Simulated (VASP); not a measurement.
# AlN (P6_3mc) in VASP: single point with PBE

Aim: the single point of AlN with PBE.

The COD entry that gives the cell may itself be a prediction, so a difference from it is no test against experiment.

Everything below comes from runs of VASP 6.6.1. Logs are shortened: lines on timing, memory, paths and dates and some standing lists are left out, and cuts for length are marked.

**Experimental background.**

“Self-assembly of well-separated AlN nanowires directly on sputtered metallic TiN films”, 2019, arxiv:1910.07391 quotes, for a bulk crystal of AlN at 10 K: band gap 6.034 eV (an exciton energy, a little under the gap).

How close the calculation comes is told below.

### 1 The cell of the first run

It takes space group P6_3mc (No. 186, hexagonal). The conventional cell has a = 3.144 Å, b = 3.144 Å, c = 5.046 Å, α = 90.00°, β = 90.00°, γ = 120.00°. Within 2.5 Å of N (site symmetry 3m) lie 4 Al at 1.91 to 1.92 Å. Al (site symmetry 3m) has 4 N at 1.91 to 1.92 Å within 2.5 Å.

### 2 Single point, PBE

File INCAR:

```
SYSTEM = AlN
PREC = Accurate
ENCUT = 520
EDIFF = 1E-6
ISMEAR = -1
SIGMA = 0.05
LREAL = .FALSE.
LASPH = .TRUE.
NELM = 60
ALGO = Normal
ISIF = 2
LWAVE = .FALSE.
LCHARG = .FALSE.
GGA = PE
NBANDS = 16
```

File KPOINTS:

```
Automatic mesh
0
G
  7 7 4
  0 0 0
```

File POSCAR:

```
AlN
1.0
    3.1439983200      0.0000000000      0.0000000000
   -1.5719991600      2.7227824200      0.0000000000
    0.0000000000      0.0000000000      5.0460000000
N Al
2 2
Direct
    0.6666666700      0.3333333300      0.3810000000
    0.3333333300      0.6666666700      0.8810000000
    0.6666666700      0.3333333300      0.0000000000
    0.3333333300      0.6666666700      0.5000000000
```

Potentials or basis: VASP PAW PBE potentials, release 64 (N, Al).

The run is started by

```console
> cat potpaw_PBE.64/N/POTCAR potpaw_PBE.64/Al/POTCAR > POTCAR
> mpirun -np 1 vasp_std > vasp.out
```

OUTCAR:

```text
SYSTEM = AlN
   PREC = Accurate
   ENCUT = 520
   EDIFF = 1E-6
   ISMEAR = -1
   LREAL = .FALSE.
   LASPH = .TRUE.
   NELM = 60
   ISIF = 2
   GGA = PE

 ion  position               nearest neighbor table
   1  0.667  0.333  0.381-   4 1.91   4 1.91   4 1.91   3 1.92
   2  0.333  0.667  0.881-   3 1.91   3 1.91   3 1.91   4 1.92
   3  0.667  0.333  0.000-   2 1.91   2 1.91   2 1.91   1 1.92   4 3.11   4 3.11   4 3.11   4 3.11
                             4 3.11   4 3.11
   4  0.333  0.667  0.500-   1 1.91   1 1.91   1 1.91   2 1.92   3 3.11   3 3.11   3 3.11   3 3.11
                             3 3.11   3 3.11

  LATTYP: Found a hexagonal cell.
 ALAT       =     3.1439983200
 C/A-ratio  =     1.6049626897

  Lattice vectors:

 A1 = (   3.1439983200,   0.0000000000,   0.0000000000)
 A2 = (  -1.5719991600,   2.7227824200,   0.0000000000)
 A3 = (   0.0000000000,   0.0000000000,   5.0460000000)

Analysis of symmetry for initial positions (statically):
=====================================================================
 Subroutine PRICEL returns:
 Original cell was already a primitive cell.

 Routine SETGRP: Setting up the symmetry group for a
 hexagonal supercell.

 Subroutine GETGRP returns: Found 12 space group operations
 (whereof  6 operations were pure point group operations)
 out of a pool of 24 trial point group operations.

The static configuration has the point symmetry C_3v.
 The point group associated with its full space group is C_6v.

Analysis of symmetry for dynamics (positions and initial velocities):
=====================================================================
 Subroutine PRICEL returns:
 Original cell was already a primitive cell.

 Routine SETGRP: Setting up the symmetry group for a
 hexagonal supercell.

 Subroutine GETGRP returns: Found 12 space group operations
 (whereof  6 operations were pure point group operations)
 out of a pool of 24 trial point group operations.

The dynamic configuration has the point symmetry C_3v.
 The point group associated with its full space group is C_6v.

 Subroutine INISYM returns: Found 12 space group operations
 (whereof  6 operations are pure point group operations),
 and found     1 'primitive' translations

----------------------------------------------------------------------------------------

                                     Primitive cell

  volume of cell :      43.1959

  direct lattice vectors                    reciprocal lattice vectors
     3.143998320  0.000000000  0.000000000     0.318066328  0.183635680  0.000000000
[... 92 lines left out ...]
   NSW    =      0    number of steps for IOM
   IBRION =     -1    ionic relax: 0-MD 1-quasi-New 2-CG
   NFREE  =      0    steps in history (QN), initial steepest desc. (CG)
   ISIF   =      2    stress and relaxation
   ISYM   =      2    0-nonsym 1-usesym 2-fastsym
   POTIM  = 0.5000    time-step for ionic-motion
   TEBEG  =    0.0;   TEEND  =   0.0 temperature during run
   PSTRESS=    0.0 pullay stress
   NELECT =      16.0000    total number of electrons
   NUPDOWN=      -1.0000    fix difference up-down
   EMIN   =  10.00;   EMAX   =-10.00  energy-range for DOS
   EFERMI =   0.00;   METHOD = LEGACY
   ISMEAR =    -1;   SIGMA  =   0.05  broadening in eV -4-tet -1-fermi 0-gaus
   EFERMI_NEDOS =   21; number of points for ismear=-14 and -15
   IALGO  =     38    algorithm
   IMIX   =      4    mixing-type and parameters
     AMIX     =   0.40;   BMIX     =  1.00
     AMIX_MAG =   1.60;   BMIX_MAG =  1.00
  volume/ion in A,a.u.               =      10.80        72.88
  Fermi-wavevector in a.u.,A,eV,Ry     =   1.175711  2.221772 18.807291  1.382297
  Thomas-Fermi vector in A             =   2.312087
   LORBIT       =      0    0 simple, 1 ext, 2 COOP (PROOUT), +10 PAW based schemes
   GGA     = PE    functional components
   LHFCALC =     F    Hartree Fock is set to
   AEXX    =    0.0000 exact exchange contribution
   IVDW    =     0    specifies the selected vdW correction
   LEPSILON=     F    determine dielectric tensor
   LRPA    =     F    only Hartree local field effects (RPA)
 non-spin polarized calculation
  energy-cutoff  :      520.00
  volume of cell :       43.20
 maximum number of plane-waves:      1182
 NGX is ok and might be reduce to    24
   NGX = 11   NGY = 11   NGZ = 19

 number of electron      15.9999999 magnetization

 Free energy of the ion-electron system (eV)
  ---------------------------------------------------
  ext. energy  EPLUGINS =         0.00000000
  ---------------------------------------------------
  free energy    TOTEN  =       -29.77424099 eV

  energy without entropy =      -29.77424099  energy(sigma->0) =      -29.77424099

 E-fermi :   6.8679     XC(G=0): -10.7650

 val. band max:        5.8172499434   @ k =   0.0000   0.0000   0.0000
 cond. band min:       9.7465205381   @ k =   0.0000   0.0000   0.0000
 fundamental gap:      3.9292705947
 Fermi energy:         6.8678704982

 k-point     1 :       0.0000    0.0000    0.0000
  band No.  band energies     occupation
      1      -9.1534      2.00000
      2      -7.1183      2.00000
      3      -0.0191      2.00000
      4       4.9987      2.00000
      5       4.9987      2.00000
      6       5.6347      2.00000
[... 433 lines left out ...]
      3       0.9744      2.00000
      4       0.9744      2.00000
      5       2.4616      2.00000
      6       2.4616      2.00000
[... 8 lines left out ...]
     15      19.1068      0.00000
     16      19.1068      0.00000

------------------------ aborting loop because EDIFF is reached ----------------------------------------

  FORCE on cell =-STRESS in cart. coord.  units (eV):
  Direction    XX          YY          ZZ          XY          YZ          ZX
  --------------------------------------------------------------------------------------
  -------------------------------------------------------------------------------------
  Total       -0.8013772     -0.8013772     -0.7740790      0.0000000      0.0000000      0.0000000
  in kB      -29.7238495    -29.7238497    -28.7113337      0.0000000      0.0000000      0.0000000
  external PRESSURE =     -29.3863443 kB  Pullay stress =       0.0000000 kB

 VOLUME and BASIS-vectors are now :
 -----------------------------------------------------------------------------
  energy-cutoff  :      520.00
  volume of cell :       43.20
      direct lattice vectors                 reciprocal lattice vectors
     3.143998320  0.000000000  0.000000000     0.318066328  0.183635680  0.000000000
    -1.571999160  2.722782420  0.000000000     0.000000000  0.367271359  0.000000000
     0.000000000  0.000000000  5.046000000     0.000000000  0.000000000  0.198176774

 POSITION                                       TOTAL-FORCE (eV/Angst)
 -----------------------------------------------------------------------------------
      1.57200      0.90759      1.92253         0.000000      0.000000      0.014379
     -0.00000      1.81519      4.44553        -0.000000     -0.000000      0.014379
      1.57200      0.90759      0.00000        -0.000000      0.000000     -0.014379
     -0.00000      1.81519      2.52300         0.000000      0.000000     -0.014379
 -----------------------------------------------------------------------------------
    total drift:                               -0.000009      0.000005      0.000253

  FREE ENERGIE OF THE ION-ELECTRON SYSTEM (eV)
  ---------------------------------------------------
  free  energy   TOTEN  =       -29.7742409910 eV

  energy  without entropy=      -29.7742409910  energy(sigma->0) =      -29.77424099
```

OSZICAR:

```text
N       E                     dE             d eps       ncg     rms          rms(c)
DAV:   1     0.416154429698E+02    0.41615E+02   -0.72666E+03   768   0.892E+02
DAV:   2    -0.307612201870E+02   -0.72377E+02   -0.66482E+02  1088   0.186E+02
DAV:   3    -0.343758807217E+02   -0.36147E+01   -0.36049E+01   952   0.428E+01
DAV:   4    -0.343991699633E+02   -0.23289E-01   -0.23288E-01   944   0.389E+00
DAV:   5    -0.343994879980E+02   -0.31803E-03   -0.31803E-03   984   0.459E-01    0.120E+01
DAV:   6    -0.297576534588E+02    0.46418E+01   -0.10687E+01   912   0.235E+01    0.408E+00
DAV:   7    -0.297860602179E+02   -0.28407E-01   -0.64200E-01   792   0.565E+00    0.290E+00
DAV:   8    -0.297790001216E+02    0.70601E-02   -0.63199E-02   832   0.232E+00    0.639E-01
DAV:   9    -0.297736650473E+02    0.53351E-02   -0.12397E-02  1016   0.823E-01    0.255E-01
DAV:  10    -0.297743337174E+02   -0.66867E-03   -0.26021E-03   816   0.313E-01    0.141E-01
DAV:  11    -0.297742378801E+02    0.95837E-04   -0.20012E-04   880   0.108E-01    0.354E-02
DAV:  12    -0.297742412129E+02   -0.33329E-05   -0.13401E-05   824   0.291E-02    0.739E-03
DAV:  13    -0.297742409910E+02    0.22193E-06   -0.50671E-06   856   0.171E-02
   1 F= -.29774241E+02 E0= -.29774241E+02  d E =-.148913E-10
```

Wall time 12 s (1 thread of Intel Xeon Platinum 8488C (Sapphire Rapids), shared host); peak memory 0.15 GiB.

What came out:

| Quantity | Value |
| --- | --- |
| Free energy | -29.7742 eV |
| Pressure | -2.9 GPa |
| Largest force | 0.014 eV/Å |
| Band gap on the k mesh | 3.93 eV, direct |

Forces on the atoms (eV/Å):
```
N    0.000  0.000  0.014
N    0.000  0.000  0.014
Al   0.000  0.000 -0.014
Al   0.000  0.000 -0.014
```

Stress tensor (GPa, compression positive):
```
-2.97  0.00  0.00
 0.00 -2.97  0.00
 0.00  0.00 -2.87
```

### 3 Comparison with measurements

Step 2. Measured gap of AlN: 6.034 eV (an exciton energy, a little under the gap; 10 K; quoted in “Self-assembly of well-separated AlN nanowires directly on sputtered metallic TiN films”, 2019, arxiv:1910.07391). This calculation gives 3.93 eV (-2.10 eV). 2 values of this kind are on record (6.034 to 6.0343 eV); this one was drawn at random. The value is that of PBE, without temperature or zero-point motion. Semilocal functionals fall short of measured gaps as a rule.
